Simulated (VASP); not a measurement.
# Cs2Gd (Fm-3m) in VASP: notebook, part 2 of 2

VASP 6.6.1.

### Step 3. Single point, PBE, collinear spin, ferromagnetic start

This run uses another cell than the first one, of 85.75 Å³/atom.

INCAR

```
SYSTEM = Cs2Gd
PREC = Accurate
ENCUT = 520
EDIFF = 1E-6
ISMEAR = 0
SIGMA = 0.1
LREAL = .FALSE.
LASPH = .TRUE.
NELM = 150
ALGO = Normal
ISIF = 2
LWAVE = .FALSE.
LCHARG = .TRUE.
ISPIN = 2
MAGMOM = 0 0 7
LORBIT = 11
LMAXMIX = 6
GGA = PE
LELF = .TRUE.
LVHAR = .TRUE.
NBANDS = 29
```

KPOINTS

```
regular mesh
0
G
  4 4 4
  0 0 0
```

POSCAR

```
Cs2Gd
1.0
    0.0000000000      5.0477982706      5.0477982706
    5.0477982706      0.0000000000      5.0477982706
    5.0477982706      5.0477982706      0.0000000000
Cs Gd
2 1
Direct
    0.2500000000      0.2500000000      0.2500000000
    0.7500000000      0.7500000000      0.7500000000
    0.0000000000      0.0000000000      0.0000000000
```

Potentials or basis: VASP PAW PBE potentials, release 64 (Cs_sv, Gd).

On the command line:

```console
$ cat potpaw_PBE.64/Cs_sv/POTCAR potpaw_PBE.64/Gd/POTCAR > POTCAR
$ mpirun -np 1 vasp_std > vasp.out
```

OUTCAR:

```text
SYSTEM = Cs2Gd
   PREC = Accurate
   ENCUT = 520
   EDIFF = 1E-6
   ISMEAR = 0
   LREAL = .FALSE.
   LASPH = .TRUE.
   NELM = 150
   ISIF = 2
   ISPIN = 2
   LORBIT = 11
   GGA = PE

 ion  position               nearest neighbor table
   1  0.250  0.250  0.250-
   2  0.750  0.750  0.750-
   3  0.000  0.000  0.000-

  LATTYP: Found a face centered cubic cell.
 ALAT       =    10.0955965412

  Lattice vectors:

[... 713 lines left out ...]
 -----------------------------------------------------------------------------
  energy-cutoff  :      520.00
  volume of cell :      257.24
      direct lattice vectors                 reciprocal lattice vectors
     0.000000000  5.047798271  5.047798271    -0.099053087  0.099053087  0.099053087
     5.047798271  0.000000000  5.047798271     0.099053087 -0.099053087  0.099053087
     5.047798271  5.047798271  0.000000000     0.099053087  0.099053087 -0.099053087

 POSITION                                       TOTAL-FORCE (eV/Angst)
 -----------------------------------------------------------------------------------
      2.52390      2.52390      2.52390         0.000000      0.000000      0.000000
      7.57170      7.57170      7.57170        -0.000000     -0.000000     -0.000000
      0.00000      0.00000      0.00000         0.000000     -0.000000      0.000000
 -----------------------------------------------------------------------------------
    total drift:                                0.000000      0.000000      0.000000

  FREE ENERGIE OF THE ION-ELECTRON SYSTEM (eV)
  ---------------------------------------------------
  free  energy   TOTEN  =       -10.8892489661 eV

  energy  without entropy=      -10.8295424562  energy(sigma->0) =      -10.85939571

 total charge

# of ion       s       p       d       f       tot
--------------------------------------------------
    1        1.851   4.665   0.034   0.000   6.550
    2        1.851   4.665   0.034   0.000   6.550
    3        2.097   5.536   0.396   7.211  15.240
--------------------------------------------------
tot          5.799  14.867   0.463   7.211  28.341

 magnetization (x)

# of ion       s       p       d       f       tot
--------------------------------------------------
    1        0.015   0.008   0.024   0.000   0.047
    2        0.015   0.008   0.024   0.000   0.047
    3        0.019  -0.056   0.393   6.572   6.928
--------------------------------------------------
tot          0.048  -0.039   0.440   6.572   7.021
```

OSZICAR:

```text
N       E                     dE             d eps       ncg     rms          rms(c)
DAV:   1     0.338565027167E+03    0.33857E+03   -0.11947E+04  1218   0.311E+03
DAV:   2     0.650526140006E+02   -0.27351E+03   -0.25118E+03  1518   0.574E+02
[... 13 lines left out ...]
DAV: 103    -0.108889606730E+02   -0.22063E-03   -0.29333E-04  1175   0.864E-02    0.198E-01
DAV: 104    -0.108890857100E+02   -0.12504E-03   -0.83274E-05  1399   0.459E-02    0.105E-01
DAV: 105    -0.108892015961E+02   -0.11589E-03   -0.33724E-05  1113   0.406E-02    0.431E-02
DAV: 106    -0.108892414839E+02   -0.39888E-04   -0.11466E-05  1013   0.274E-02    0.102E-02
DAV: 107    -0.108892483840E+02   -0.69001E-05   -0.29725E-06  1062   0.154E-02    0.939E-03
DAV: 108    -0.108892489661E+02   -0.58218E-06   -0.44218E-07   765   0.763E-03
   1 F= -.10889249E+02 E0= -.10859396E+02  d E =-.597065E-01  mag=     9.2625
```

It took 32 min on 1 thread of Intel Xeon Platinum 8259CL at 2.50GHz (Skylake/Cascade Lake), shared host; peak memory 0.58 GiB.

Results:

| Quantity | Value |
| --- | --- |
| Free energy | -10.8892 eV |
| Pressure | 0.2 GPa |
| Net moment | 9.26 μB per cell |
| Site moments | Cs +0.05; Gd +6.93 μB |
| Valence electrons inside the program's atomic spheres | Cs 6.55; Gd 15.24 |

Levels at points of the mesh, in eV from the Fermi level:
Spin up:
```csv
k point,band 19,band 20,band 21,band 22,band 23,band 24,band 25,band 26,band 27,band 28
"(0.00, 0.00, 0.00)",-4.52,-2.75,-0.11,-0.11,0.42,0.42,0.42,0.51,0.51,0.51
"(0.50, 0.00, 0.00)",-4.52,-1.96,-0.58,0.04,0.04,0.06,0.35,0.35,0.92,0.92
"(0.50, 0.50, 0.00)",-4.52,-1.67,-0.68,-0.40,-0.28,0.40,0.40,0.40,1.08,1.08
```
Spin down:
| k point | band 11 | band 12 | band 13 | band 14 | band 15 | band 16 |
| --- | --- | --- | --- | --- | --- | --- |
| (0.00, 0.00, 0.00) | -10.05 | -10.05 | -1.94 | 0.03 | 0.25 | 0.25 |
| (0.50, 0.00, 0.00) | -10.12 | -10.12 | -1.08 | 0.01 | 0.15 | 0.25 |
| (0.50, 0.50, 0.00) | -10.04 | -10.03 | -0.74 | -0.02 | 0.03 | 0.25 |

Caveat: spin-orbit coupling is left out, which moves the levels of the heavy elements; semilocal functionals describe open f shells poorly, which spoils levels, moments and volumes.
